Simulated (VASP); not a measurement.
# Zn (P6/mmm) in VASP: a series of runs

The runs below take Zn through single point, with LDA.

Everything below comes from runs of VASP 6.6.1. Logs are shortened: lines on timing, memory, paths and dates and some standing lists are left out, and cuts for length are marked.

## (1) The cell of the first run

The structure is hexagonal, space group P6/mmm (No. 191). Conventional cell: a = 2.428 Å, b = 2.428 Å, c = 2.588 Å, α = 90.00°, β = 90.00°, γ = 120.00°. Within 3.2 Å of Zn (site symmetry 6/mmm) lie 8 Zn at 2.43 to 2.59 Å.

## (2) Single point, LDA

Contents of INCAR:

```
PREC = Accurate
ENCUT = 520
EDIFF = 1E-6
ISMEAR = -1
SIGMA = 0.1
LREAL = F
LASPH = T
NELM = 80
ALGO = Normal
ISIF = 2
LWAVE = F
LCHARG = F
NBANDS = 12
```

Contents of KPOINTS:

```
Automatic mesh
0
Gamma
  18 18 16
```

Contents of POSCAR:

```
Zn
1.0
    2.4280961385      0.0000000000      0.0000000000
   -1.2140480693      2.1027929388      0.0000000000
    0.0000000000      0.0000000000      2.5877371897
Zn
1
Direct
    0.0000000000      0.0000000000      0.0000000000
```

Potentials or basis: VASP PAW LDA potentials, release 64 (Zn).

On the command line:

```sh
$ cat potpaw_LDA.64/Zn/POTCAR > POTCAR
$ mpirun -np 1 vasp_std > vasp.out
```

OUTCAR:

```text
PREC = Accurate
   ENCUT = 520
   EDIFF = 1E-6
   ISMEAR = -1
   LREAL = F
   LASPH = T
   NELM = 80
   ISIF = 2

 ion  position               nearest neighbor table
   1  0.000  0.000  0.000-

  LATTYP: Found a hexagonal cell.
 ALAT       =     2.4280961385
 C/A-ratio  =     1.0657474178

  Lattice vectors:

 A1 = (   2.4280961385,   0.0000000000,   0.0000000000)
 A2 = (  -1.2140480693,   2.1027929388,   0.0000000000)
 A3 = (   0.0000000000,   0.0000000000,   2.5877371897)

Analysis of symmetry for initial positions (statically):
=====================================================================
 Subroutine PRICEL returns:
 Original cell was already a primitive cell.

 Routine SETGRP: Setting up the symmetry group for a
 hexagonal supercell.

 Subroutine GETGRP returns: Found 24 space group operations
 (whereof 24 operations were pure point group operations)
 out of a pool of 24 trial point group operations.

The static configuration has the point symmetry D_6h.

Analysis of symmetry for dynamics (positions and initial velocities):
=====================================================================
 Subroutine PRICEL returns:
 Original cell was already a primitive cell.

 Routine SETGRP: Setting up the symmetry group for a
 hexagonal supercell.

 Subroutine GETGRP returns: Found 24 space group operations
 (whereof 24 operations were pure point group operations)
 out of a pool of 24 trial point group operations.

The dynamic configuration has the point symmetry D_6h.

 Subroutine INISYM returns: Found 24 space group operations
 (whereof 24 operations are pure point group operations),
 and found     1 'primitive' translations

----------------------------------------------------------------------------------------

                                     Primitive cell

  volume of cell :      13.2124

  direct lattice vectors                    reciprocal lattice vectors
     2.428096138  0.000000000  0.000000000     0.411845307  0.237778999  0.000000000
    -1.214048069  2.102792939  0.000000000     0.000000000  0.475557998  0.000000000
     0.000000000  0.000000000  2.587737190     0.000000000  0.000000000  0.386438006

  length of vectors
     2.428096138  2.428096139  2.587737190     0.475557998  0.475557998  0.386438006

  position of ions in fractional coordinates (direct lattice)
     0.000000000  0.000000000  0.000000000

  ion indices of the primitive-cell ions
   primitive index   ion index
                 1           1

----------------------------------------------------------------------------------------

 KPOINTS: Automatic mesh

Automatic generation of k-mesh.
 Grid dimensions read from file:
 generate k-points for:   18   18   16

 Generating k-lattice:

  Cartesian coordinates                     Fractional coordinates (reciprocal lattice)
     0.022880295  0.013209944  0.000000000     0.055555556  0.000000000  0.000000000
     0.000000000  0.026419889  0.000000000     0.000000000  0.055555556  0.000000000
     0.000000000  0.000000000  0.024152375     0.000000000  0.000000000  0.062500000

  Length of vectors
     0.026419889  0.026419889  0.024152375

  Shift w.r.t. Gamma in fractional coordinates (k-lattice)
     0.000000000  0.000000000  0.000000000

 Subroutine IBZKPT returns following result:
 ===========================================

 Found    333 irreducible k-points:

 Following reciprocal coordinates:
            Coordinates               Weight
  0.000000  0.000000  0.000000      1.000000
  0.055556 -0.000000  0.000000      6.000000
  0.111111 -0.000000  0.000000      6.000000
  0.166667 -0.000000  0.000000      6.000000
  0.222222 -0.000000  0.000000      6.000000
  0.277778 -0.000000  0.000000      6.000000
[... 16 lines left out ...]
  0.333333  0.111111  0.000000     12.000000
  0.388889  0.111111  0.000000     12.000000
 [... further k-points ...]
   k-points           NKPTS =    333   k-points in BZ     NKDIM =    333   number of bands    NBANDS=     12
   number of dos      NEDOS =    301   number of ions     NIONS =      1
   total plane-waves  NPLWV =   6480
   dimension x,y,z NGX =    18 NGY =   18 NGZ =   20
   dimension x,y,z NGXF=    36 NGYF=   36 NGZF=   40
   ions per type =               1
   NGX,Y,Z   is equivalent  to a cutoff of  12.32, 12.32, 12.85 a.u.
   NGXF,Y,Z  is equivalent  to a cutoff of  24.65, 24.65, 25.70 a.u.
 SYSTEM =  unknown system
   PREC   = accura    normal or accurate (medium, high low for compatibility)
   ISTART =      0    job   : 0-new  1-cont  2-samecut
   ICHARG =      2    charge: 1-file 2-atom 10-const
   ISPIN  =      1    spin polarized calculation?
   LNONCOLLINEAR =      F non collinear calculations
   LSORBIT =      F    spin-orbit coupling
   LASPH  =      T    aspherical Exc in radial PAW
   ENCUT  =  520.0 eV  38.22 Ry    6.18 a.u.   4.51  4.51  4.81*2*pi/ulx,y,z
   NELM   =     80;   NELMIN=  2; NELMDL= -5     # of ELM steps
   EDIFF  = 0.1E-05   stopping-criterion for ELM
   LREAL  =      F    real-space projection
   EDIFFG = 0.1E-04   stopping-criterion for IOM
   NSW    =      0    number of steps for IOM
   IBRION =     -1    ionic relax: 0-MD 1-quasi-New 2-CG
   NFREE  =      0    steps in history (QN), initial steepest desc. (CG)
   ISIF   =      2    stress and relaxation
   ISYM   =      2    0-nonsym 1-usesym 2-fastsym
   POTIM  = 0.5000    time-step for ionic-motion
   TEBEG  =    0.0;   TEEND  =   0.0 temperature during run
   PSTRESS=    0.0 pullay stress
   NELECT =      12.0000    total number of electrons
   NUPDOWN=      -1.0000    fix difference up-down
   EMIN   =  10.00;   EMAX   =-10.00  energy-range for DOS
   EFERMI =   0.00;   METHOD = LEGACY
   ISMEAR =    -1;   SIGMA  =   0.10  broadening in eV -4-tet -1-fermi 0-gaus
   EFERMI_NEDOS =   21; number of points for ismear=-14 and -15
   IALGO  =     38    algorithm
   IMIX   =      4    mixing-type and parameters
     AMIX     =   0.40;   BMIX     =  1.00
     AMIX_MAG =   1.60;   BMIX_MAG =  1.00
  volume/ion in A,a.u.               =      13.21        89.16
  Fermi-wavevector in a.u.,A,eV,Ry     =   1.585408  2.995987 34.198498  2.513519
  Thomas-Fermi vector in A             =   2.684877
   LORBIT       =      0    0 simple, 1 ext, 2 COOP (PROOUT), +10 PAW based schemes
   GGA     = CA    functional components
   LHFCALC =     F    Hartree Fock is set to
   AEXX    =    0.0000 exact exchange contribution
   IVDW    =     0    specifies the selected vdW correction
   LEPSILON=     F    determine dielectric tensor
   LRPA    =     F    only Hartree local field effects (RPA)
 non-spin polarized calculation
  energy-cutoff  :      520.00
  volume of cell :       13.21
 maximum number of plane-waves:       370
   NGX =  9   NGY =  9   NGZ =  9

 number of electron      12.0000003 magnetization

 Free energy of the ion-electron system (eV)
  ---------------------------------------------------
  ext. energy  EPLUGINS =         0.00000000
  ---------------------------------------------------
  free energy    TOTEN  =        -1.64000367 eV

  energy without entropy =       -1.63064493  energy(sigma->0) =       -1.63532430

 E-fermi :   3.9353     XC(G=0): -12.5915

 val. band max:        3.9332810427   @ k =   0.4444   0.0556   0.0625
 cond. band min:       3.9857527016   @ k =   0.3333   0.2778   0.1875
 fundamental gap:      0.0524716589
 Fermi energy:         3.9353216637

 k-point     1 :       0.0000    0.0000    0.0000
  band No.  band energies     occupation
      1      -7.6934      2.00000
      2      -5.2209      2.00000
      3      -4.4027      2.00000
      4      -4.4027      2.00000
      5      -3.4662      2.00000
      6      -3.4662      2.00000
      7      14.1566      0.00000
      8      18.8219      0.00000
      9      25.9314      0.00000
     10      25.9314      0.00000
     11      26.0906      0.00000
     12      28.8793      0.00000

 k-point     2 :       0.0556   -0.0000    0.0000
  band No.  band energies     occupation
      1      -7.5806      2.00000
      2      -5.2026      2.00000
      3      -4.4243      2.00000
      4      -4.3685      2.00000
      5      -3.4934      2.00000
      6      -3.4711      2.00000
      7      14.2971      0.00000
      8      18.8492      0.00000
      9      23.8953      0.00000
     10      24.9871      0.00000
     11      25.7720      0.00000
     12      29.9897      0.00000

 k-point     3 :       0.1111   -0.0000    0.0000
  band No.  band energies     occupation
      1      -7.2475      2.00000
      2      -5.1509      2.00000
      3      -4.4799      2.00000
      4      -4.2691      2.00000
      5      -3.5706      2.00000
      6      -3.4852      2.00000
      7      14.7134      0.00000
      8      18.8192      0.00000
      9      20.9902      0.00000
     10      23.4416      0.00000
     11      25.1862      0.00000
     12      32.0336      0.00000

 k-point     4 :       0.1667   -0.0000    0.0000
  band No.  band energies     occupation
      1      -6.7165      2.00000
      2      -5.0760      2.00000
      3      -4.5350      2.00000
      4      -4.1139      2.00000
      5      -3.6856      2.00000
      6      -3.5067      2.00000
      7      15.3916      0.00000
      8      17.2882      0.00000
      9      19.7133      0.00000
     10      21.9410      0.00000
     11      24.5213      0.00000
     12      34.3605      0.00000

 k-point     5 :       0.2222   -0.0000    0.0000
  band No.  band energies     occupation
      1      -6.0692      2.00000
      2      -4.9976      2.00000
      3      -4.4872      2.00000
      4      -3.9184      2.00000
      5      -3.8219      2.00000
      6      -3.5331      2.00000
      7      14.4896      0.00000
      8      16.3109      0.00000
      9      19.9401      0.00000
     10      20.5929      0.00000
     11      23.9158      0.00000
     12      36.3250      0.00000

 k-point     6 :       0.2778   -0.0000    0.0000
  band No.  band energies     occupation
      1      -5.5881      2.00000
      2      -4.9038      2.00000
      3      -4.0672      2.00000
      4      -3.9614      2.00000
      5      -3.7039      2.00000
      6      -3.5611      2.00000
      7      11.7254      0.00000
      8      17.4468      0.00000
      9      19.4365      0.00000
     10      20.3889      0.00000
     11      23.4391      0.00000
     12      33.6839      0.00000

 k-point     7 :       0.3333   -0.0000    0.0000
  band No.  band energies     occupation
      1      -5.4893      2.00000
      2      -4.7819      2.00000
      3      -4.0878      2.00000
      4      -3.5873      2.00000
      5      -3.4955      2.00000
      6      -3.0798      2.00000
      7       9.1194      0.00000
      8      18.4995      0.00000
      9      18.7694      0.00000
     10      20.9029      0.00000
     11      23.1522      0.00000
     12      31.2019      0.00000

 k-point     8 :       0.3889   -0.0000    0.0000
  band No.  band energies     occupation
      1      -5.5309      2.00000
      2      -4.6837      2.00000
      3      -4.1878      2.00000
      4      -3.6086      2.00000
      5      -3.3204      2.00000
      6      -1.7400      2.00000
      7       6.7182      0.00000
      8      17.8069      0.00000
      9      20.2325      0.00000
     10      21.3289      0.00000
     11      23.1479      0.00000
     12      28.9186      0.00000
[... 166 lines left out ...]
 k-point    20 :       0.1667    0.1111    0.0000
  band No.  band energies     occupation
      1      -5.7639      2.00000
      2      -4.9458      2.00000
      3      -4.6821      2.00000
      4      -3.8556      2.00000
      5      -3.6695      2.00000
      6      -3.5621      2.00000
      7      14.7644      0.00000
      8      16.5386      0.00000
      9      16.6993      0.00000
     10      20.5575      0.00000
     11      27.7485      0.00000
     12      32.2735      0.00000

 k-point    21 :       0.2222    0.1111    0.0000
  band No.  band energies     occupation
      1      -5.2966      2.00000
      2      -4.8652      2.00000
      3      -4.4944      2.00000
      4      -3.9746      2.00000
      5      -3.5995      2.00000
      6      -3.2045      2.00000
      7      12.0093      0.00000
      8      15.5916      0.00000
      9      17.8256      0.00000
     10      21.0777      0.00000
     11      27.2160      0.00000
     12      33.9509      0.00000

 k-point    22 :       0.2778    0.1111    0.0000
  band No.  band energies     occupation
      1      -5.2683      2.00000
      2      -4.7516      2.00000
      3      -4.0821      2.00000
      4      -4.0435      2.00000
      5      -3.6349      2.00000
      6      -2.3883      2.00000
      7       9.4069      0.00000
      8      14.8200      0.00000
      9      19.1422      0.00000
     10      21.7772      0.00000
     11      26.6193      0.00000
     12      31.4913      0.00000

 k-point    23 :       0.3333    0.1111    0.0000
  band No.  band energies     occupation
      1      -5.3439      2.00000
      2      -4.6623      2.00000
      3      -4.1671      2.00000
      4      -3.7115      2.00000
      5      -3.6640      2.00000
      6      -1.1629      2.00000
      7       7.0021      0.00000
      8      14.2474      0.00000
      9      20.6064      0.00000
     10      22.6068      0.00000
     11      26.0754      0.00000
     12      29.2048      0.00000

 k-point    24 :       0.3889    0.1111    0.0000
  band No.  band energies     occupation
      1      -5.4053      2.00000
      2      -4.6055      2.00000
      3      -4.2213      2.00000
      4      -3.6829      2.00000
      5      -3.5301      2.00000
      6       0.2929      2.00000
      7       4.8793      0.00016
      8      13.8943      0.00000
      9      22.0978      0.00000
     10      23.4630      0.00000
     11      25.5691      0.00000
     12      27.2207      0.00000

 [... further k-points ...]
[... 5 lines left out ...]
  --------------------------------------------------------------------------------------
  -------------------------------------------------------------------------------------
  Total        1.3236144      1.3236144      1.2795781     -0.0000000      0.0000000      0.0000000
  in kB      160.5053484    160.5053484    155.1653762     -0.0000000      0.0000000      0.0000000
  external PRESSURE =     158.7253577 kB  Pullay stress =       0.0000000 kB

 VOLUME and BASIS-vectors are now :
 -----------------------------------------------------------------------------
  energy-cutoff  :      520.00
  volume of cell :       13.21
      direct lattice vectors                 reciprocal lattice vectors
     2.428096138  0.000000000  0.000000000     0.411845307  0.237778999  0.000000000
    -1.214048069  2.102792939  0.000000000     0.000000000  0.475557998  0.000000000
     0.000000000  0.000000000  2.587737190     0.000000000  0.000000000  0.386438006

 POSITION                                       TOTAL-FORCE (eV/Angst)
 -----------------------------------------------------------------------------------
      0.00000      0.00000      0.00000         0.000000      0.000000      0.000000
 -----------------------------------------------------------------------------------
    total drift:                               -0.000000      0.000000      0.000000

  FREE ENERGIE OF THE ION-ELECTRON SYSTEM (eV)
  ---------------------------------------------------
  free  energy   TOTEN  =        -1.6400036667 eV

  energy  without entropy=       -1.6306449317  energy(sigma->0) =       -1.63532430
```

It took 28 s on 1 thread of Intel Xeon Platinum 8259CL at 2.50GHz (Skylake/Cascade Lake), shared host; peak memory 0.15 GiB.

What came out:

- Free energy: -1.6400 eV
- Pressure: 15.9 GPa
- Band gap on the k mesh: zero (band 6 reaches 8.86 eV, above the bottom of band 7 at -0.47 eV)

Levels at points of the mesh, in eV from the Fermi level:
```
           k point  band 4  band 5  band 6  band 7  band 8  band 9
(0.00, 0.00, 0.00)   -8.34   -7.40   -7.40   10.22   14.89   22.00
(0.50, 0.00, 0.00)   -7.56   -7.10   -3.26   -0.46   13.30   17.64
(0.00, 0.00, 0.50)   -7.67   -7.67   -4.93   -4.40   25.61   27.66
(0.50, 0.00, 0.50)   -7.17   -7.08    0.75    2.76    5.43    7.34
```

## (3) Single point, LDA

Contents of INCAR:

```
PREC = Accurate
ENCUT = 520
EDIFF = 1E-6
ISMEAR = -1
SIGMA = 0.1
LREAL = False
LASPH = True
NELM = 80
ALGO = Normal
ISIF = 2
LWAVE = False
LCHARG = False
NBANDS = 12
```

KPOINTS is that of step 2.

Contents of POSCAR:

```
Zn
1.0
    2.4279781173      0.0000000000      0.0000000000
   -1.2139890587      2.1026907294      0.0000000000
    0.0000000000      0.0000000000      2.5875502060
Zn
1
Direct
    0.0000000000      0.0000000000      0.0000000000
```

Potentials or basis: VASP PAW LDA potentials, release 64 (Zn).

On the command line:

```sh
$ cat potpaw_LDA.64/Zn/POTCAR > POTCAR
$ mpirun -np 1 vasp_std > vasp.out
```

Wall time 29 s (1 thread of Intel Xeon Platinum 8259CL at 2.50GHz (Skylake/Cascade Lake), shared host); peak memory 0.15 GiB.

Results (log left out):

```
Free energy            : -1.6398 eV
Pressure               : 15.9 GPa
Band gap on the k mesh : zero (band 6 reaches 8.87 eV, above the bottom of band 7 at -0.47 eV)
```

Stress tensor (GPa, compression positive):
```
16.08  0.00  0.00
 0.00 16.08  0.00
 0.00  0.00 15.54
```

Levels at points of the mesh, in eV from the Fermi level:
```csv
k point,band 4,band 5,band 6,band 7,band 8,band 9
"(0.00, 0.00, 0.00)",-8.34,-7.40,-7.40,10.22,14.89,22.00
"(0.50, 0.00, 0.00)",-7.56,-7.10,-3.26,-0.46,13.30,17.64
"(0.00, 0.00, 0.50)",-7.67,-7.67,-4.93,-4.40,25.62,27.67
"(0.50, 0.00, 0.50)",-7.17,-7.08,0.75,2.76,5.44,7.34
```
